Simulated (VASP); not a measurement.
## BaO (e600): single point with PBEsol

BaO (e600):

```
Ba O
1.0
     0.00000    2.74505    2.74505
     2.74505    0.00000    2.74505
     2.74505    2.74505    0.00000
Ba O
1 1
Direct
  0.00000 0.00000 0.00000
  0.50000 0.50000 0.50000
```

* Program: VASP 6.6.1
* Task: single point
* Functional: PBEsol
* Potentials or basis: VASP PAW PBE potentials, release 64 (Ba_sv, O)
* Cutoff: 600 eV
* k mesh: 8 × 8 × 8
* Occupations: gaussian, width 0.02 eV
* Spin: no spin polarisation
* Dipole correction: no
* Further INCAR settings: ALGO = Normal; EDIFF = 1e-06; NBANDS = 15

```yaml
Pressure: 1.8 GPa
Band_gap_on_the_k_mesh: 1.77 eV, direct
```

Levels at points of the mesh, in eV from the valence-band top:
```tsv
k point	band 6	band 7	band 8	band 9	band 10	band 11
(0.00, 0.00, 0.00)	-0.43	-0.43	-0.43	3.47	4.61	4.61
(0.50, 0.00, 0.00)	-2.17	-1.63	-1.63	4.88	7.22	7.22
(0.50, 0.50, 0.00)	-0.20	-0.20	0.00	1.77	6.03	9.02
```

Run time: 33 s on 1 thread of AMD EPYC 7R43 64-Core Processor (Zen 3), on a shared host, peak memory 0.14 GiB.

Caveat: the PAW data sets were made with another functional, which shifts forces and pressure a little; spin-orbit coupling is left out, which moves the levels of the heavy elements. Expect the measured gap to be larger: semilocal functionals such as PBEsol lack the derivative discontinuity.
